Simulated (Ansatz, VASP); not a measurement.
BaHfO3: VASP beside Ansatz

The input POSCAR:

```
BaHfO3
1.0
    4.3441411217      0.0000000000      0.0000000000
    0.0000000000      4.3441411217      0.0000000000
    0.0000000000      0.0000000000      4.3441411217
Ba Hf O
1 1 3
Direct
    0.0000000000      0.0000000000      0.0000000000
    0.5000000000      0.5000000000      0.5000000000
    0.5000000000      0.5000000000      0.0000000000
    0.5000000000      0.0000000000      0.5000000000
    0.0000000000      0.5000000000      0.5000000000
```

INCAR.step1

```
SYSTEM = BaHfO3
ALGO = Normal ; EDIFF = 1E-4
ENCUT = 520 ; GGA = PE
GGA_COMPAT = .FALSE. ; ISMEAR = 0
LASPH = .TRUE. ; LCHARG = .FALSE.
LMAXMIX = 4 ; LREAL = .FALSE.
LSORBIT = .TRUE. ; LWAVE = .TRUE.
MAGMOM = 0 0 0 0 0 0 0 0 0 0 0 0 0 0 0 ; NBANDS = 53
NELM = 150 ; PREC = Accurate
SIGMA = 0.01
```

INCAR.step2

```
SYSTEM = BaHfO3
ALGO = Normal ; EDIFF = 1E-7
ENCUT = 520 ; GGA_COMPAT = .FALSE.
ISIF = 2 ; ISMEAR = 0
ISTART = 1 ; LASPH = .TRUE.
LCHARG = .FALSE. ; LMAXMIX = 4
LMIXTAU = .TRUE. ; LORBIT = 11
LORBMOM = .TRUE. ; LREAL = .FALSE.
LSORBIT = .TRUE. ; LWAVE = .FALSE.
MAGMOM = 0 0 0 0 0 0 0 0 0 0 0 0 0 0 0 ; METAGGA = R2SCAN
NBANDS = 53 ; NELM = 150
PREC = Accurate ; SIGMA = 0.01
```

The input KPOINTS:

```
k-points
0
G
  6 6 6
  0 0 0
```

Input for Ansatz:

```yaml
crystal:
  lattice:
    - [4.3441411217, 0.0, 0.0]
    - [0.0, 4.3441411217, 0.0]
    - [0.0, 0.0, 4.3441411217]
  atoms:
    - { symbol: Ba, position: [0.0, 0.0, 0.0] }
    - { symbol: Hf, position: [0.5, 0.5, 0.5] }
    - { symbol: O, position: [0.5, 0.5, 0.0] }
    - { symbol: O, position: [0.5, 0.0, 0.5] }
    - { symbol: O, position: [0.0, 0.5, 0.5] }
kpoints:
  mp_grid: { grid: [6, 6, 6] }
  band_path:
    path: [[0.0, 0.0, 0.0], [0.0, 0.5, 0.0], [0.5, 0.5, 0.0], [0.5, 0.5, 0.5]]
    npoints: 1
hamiltonian:
  xc: r2scan
scf:
  occupations: { method: fixed }
  n_extra_bands: 10
magnetization:
  noncollinear: true
  spin_orbit: true
output:
  forces: true
  stress: true
  eigenvalues: true
```

Change from the starting cell: hydrostatic strain +4.0%.

Alike in both runs: task single point; functional r2SCAN; k mesh 6 × 6 × 6; non-collinear spin, spin-orbit coupling.

|  | VASP | Ansatz |
| --- | --- | --- |
| version | VASP 6.6.1 | Ansatz 0.2.0 |
| potentials or method | VASP PAW PBE potentials, release 64 (Ba_sv, Hf_pv, O) | plane waves, PAW |
| plane-wave cutoff (eV) | 520 | 500 |
| occupations | gaussian, width 0.01 eV | fixed |
| valence electrons in the cell | 38 | 54 |

Ansatz gave:

| Property | Result |
| --- | --- |
| pressure (GPa) | -15.7 |
| net moment per atom (μB) | 0.00 |

**Question.** Estimate VASP's values.

**Answer.** Pressure (GPa): -16.2; net moment per atom (μB): 0.00.

VASP's potentials were made for PBE, not for r2SCAN. VASP's potentials hold 38 valence electrons a cell and Ansatz's 54, so a difference there can come from the potentials and not from the codes.
